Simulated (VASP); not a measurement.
# Yb (P6_3/mmc) in VASP: notebook, part 2 of 2

VASP 6.6.1. The steps go on from the part before.

### 4 Single point, LDA (32.97 Å³/atom)

This run uses another cell than the first one, of 32.97 Å³/atom.

File INCAR:

```
PREC     = Accurate       # precision mode
ENCUT    = 520            # plane-wave cutoff, eV
EDIFF    = 1E-6           # SCF threshold, eV
ISMEAR   = -1             # smearing method
SIGMA    = 0.1            # smearing width, eV
LREAL    = F              # projectors in reciprocal space
LASPH    = T              # aspherical terms in the spheres
NELM     = 60             # most SCF steps
ALGO     = Normal         # electronic algorithm
ISIF     = 2              # what is computed and relaxed
LWAVE    = F              # write WAVECAR
LCHARG   = T              # write CHGCAR
GGA      = CA             # functional
LELF     = T              # ELF
LVHAR    = T            
NBANDS   = 31             # bands
```

File KPOINTS:

```
regular mesh
0
Gamma
  17 17 9
```

File POSCAR:

```
Yb
1.0
    3.5930245760      0.0000000000      0.0000000000
   -1.7965122880      3.1116505592      0.0000000000
    0.0000000000      0.0000000000      5.8976517104
Yb
2
Direct
    0.3333333333      0.6666666667      0.2500000000
    0.6666666667      0.3333333333      0.7500000000
```

Potentials or basis: VASP PAW PBE potentials, release 64 (Yb).

The run is started by

```console
> cat potpaw_PBE.64/Yb/POTCAR > POTCAR
> mpirun -np 1 vasp_std > vasp.out
```

OUTCAR:

```text
PREC = Accurate
   ENCUT = 520
   EDIFF = 1E-6
   ISMEAR = -1
   LREAL = F
   LASPH = T
   NELM = 60
   ISIF = 2
   GGA = CA

 ion  position               nearest neighbor table
   1  0.333  0.667  0.250-   2 3.61   2 3.61   2 3.61   2 3.61   2 3.61   2 3.61
   2  0.667  0.333  0.750-   1 3.61   1 3.61   1 3.61   1 3.61   1 3.61   1 3.61

  LATTYP: Found a hexagonal cell.
 ALAT       =     3.5930245760
 C/A-ratio  =     1.6414170250

  Lattice vectors:

 A1 = (   3.5930245760,   0.0000000000,   0.0000000000)
 A2 = (  -1.7965122880,   3.1116505592,   0.0000000000)
 A3 = (   0.0000000000,   0.0000000000,   5.8976517104)

Analysis of symmetry for initial positions (statically):
=====================================================================
 Subroutine PRICEL returns:
 Original cell was already a primitive cell.

 Routine SETGRP: Setting up the symmetry group for a
 hexagonal supercell.

 Subroutine GETGRP returns: Found 24 space group operations
 (whereof 12 operations were pure point group operations)
 out of a pool of 24 trial point group operations.

[... 160 lines left out ...]
  free energy    TOTEN  =        -8.37774560 eV

  energy without entropy =       -8.20308911  energy(sigma->0) =       -8.29041735

 E-fermi :   1.5342     XC(G=0): -10.1612

 val. band max:        1.5221372644   @ k =   0.2941   0.0588   0.0000
 cond. band min:       1.5401194310   @ k =   0.3529   0.2941   0.1111
 fundamental gap:      0.0179821665
 Fermi energy:         1.5341621861

 k-point     1 :       0.0000    0.0000    0.0000
  band No.  band energies     occupation
      1     -49.9017      2.00000
      2     -49.8765      2.00000
      3     -22.6465      2.00000
      4     -22.2523      2.00000
      5     -22.2523      2.00000
      6     -22.1920      2.00000
[... 805 lines left out ...]
     30       5.6859      0.00000
     31       6.3372      0.00000

 [... further k-points ...]

------------------------ aborting loop because EDIFF is reached ----------------------------------------

  FORCE on cell =-STRESS in cart. coord.  units (eV):
  Direction    XX          YY          ZZ          XY          YZ          ZX
  --------------------------------------------------------------------------------------
  -------------------------------------------------------------------------------------
  Total       -3.4614624     -3.4614624     -3.4497818      0.0000000      0.0000000      0.0000000
  in kB      -84.1085358    -84.1085358    -83.8247136      0.0000000      0.0000000      0.0000000
  external PRESSURE =     -84.0139284 kB  Pullay stress =       0.0000000 kB

 VOLUME and BASIS-vectors are now :
 -----------------------------------------------------------------------------
  energy-cutoff  :      520.00
  volume of cell :       65.94
      direct lattice vectors                 reciprocal lattice vectors
     3.593024576  0.000000000  0.000000000     0.278317050  0.160686424  0.000000000
    -1.796512288  3.111650559  0.000000000     0.000000000  0.321372847  0.000000000
     0.000000000  0.000000000  5.897651710     0.000000000  0.000000000  0.169559012

 POSITION                                       TOTAL-FORCE (eV/Angst)
 -----------------------------------------------------------------------------------
     -0.00000      2.07443      1.47441         0.000000      0.000000      0.000000
      1.79651      1.03722      4.42324        -0.000000      0.000000      0.000000
 -----------------------------------------------------------------------------------
    total drift:                               -0.000001      0.000000     -0.000000

  FREE ENERGIE OF THE ION-ELECTRON SYSTEM (eV)
  ---------------------------------------------------
  free  energy   TOTEN  =        -8.3777455963 eV

  energy  without entropy=       -8.2030891100  energy(sigma->0) =       -8.29041735
```

OSZICAR:

```text
N       E                     dE             d eps       ncg     rms          rms(c)
[... 21 lines left out ...]
DAV:  22    -0.837880997957E+01    0.29063E-04   -0.11010E-05 13964   0.128E-01    0.327E+00
DAV:  23    -0.837870287313E+01    0.10711E-03   -0.15006E-05 14932   0.108E-01    0.302E+00
DAV:  24    -0.837833879932E+01    0.36407E-03   -0.13540E-04 18847   0.202E-01    0.229E+00
DAV:  25    -0.837801475500E+01    0.32404E-03   -0.12352E-04 20231   0.200E-01    0.165E+00
DAV:  26    -0.837779073232E+01    0.22402E-03   -0.18780E-04 19687   0.343E-01    0.822E-01
DAV:  27    -0.837774341748E+01    0.47315E-04   -0.15679E-04 20021   0.170E-01    0.232E-01
DAV:  28    -0.837774639717E+01   -0.29797E-05   -0.76830E-05 20132   0.570E-02    0.104E-01
DAV:  29    -0.837774559633E+01    0.80084E-06   -0.55157E-06 14332   0.247E-02
   1 F= -.83777456E+01 E0= -.82904174E+01  d E =-.174656E+00
```

Run time: 5.8 min. Hardware: 1 thread of Intel Xeon 6975P-C (Granite Rapids), shared host; peak memory 0.39 GiB.

What came out:

| Item | Value |
| --- | --- |
| Free energy | -8.3777 eV |
| Pressure | -8.4 GPa |
| Band gap on the k mesh | zero (bands 24 and 25 overlap by 0.23 eV) |

Levels at points of the mesh, in eV from the Fermi level:
```tsv
k point	band 22	band 23	band 24	band 25	band 26	band 27
(0.00, 0.00, 0.00)	-0.46	-0.44	-0.43	0.67	2.76	2.81
```

Caveat: the cell stands under tension; the PAW data sets were made with another functional, which shifts forces and pressure a little; spin-orbit coupling is left out, which moves the levels of the heavy elements.

### 5 The runs side by side

| cell | gap on the mesh (eV) | pressure (GPa) |
| --- | --- | --- |
| a = 3.505, b = 3.505, c = 5.754 Å, angles 90.0, 90.0, 120.0°, 2 atoms | none | -2.3 |
| a = 3.550, b = 3.550, c = 5.827 Å, angles 90.0, 90.0, 120.0°, 2 atoms | none | -2.2 |
| a = 3.593, b = 3.593, c = 5.898 Å, angles 90.0, 90.0, 120.0°, 2 atoms | none | -8.4 |

Alike in all rows: task single point; level LDA; potentials or basis VASP PAW PBE potentials, release 64 (Yb); no spin polarisation; k mesh 17 × 17 × 9; cutoff (eV) 520; smearing fermi-dirac 0.1 eV.

Caveats: the PAW data sets were made with another functional, which shifts forces and pressure a little; spin-orbit coupling is left out, which moves the levels of the heavy elements; the cell stands under tension (at least some runs).

Total energies depend on the potentials used, so only differences within one code and one set of settings carry meaning.
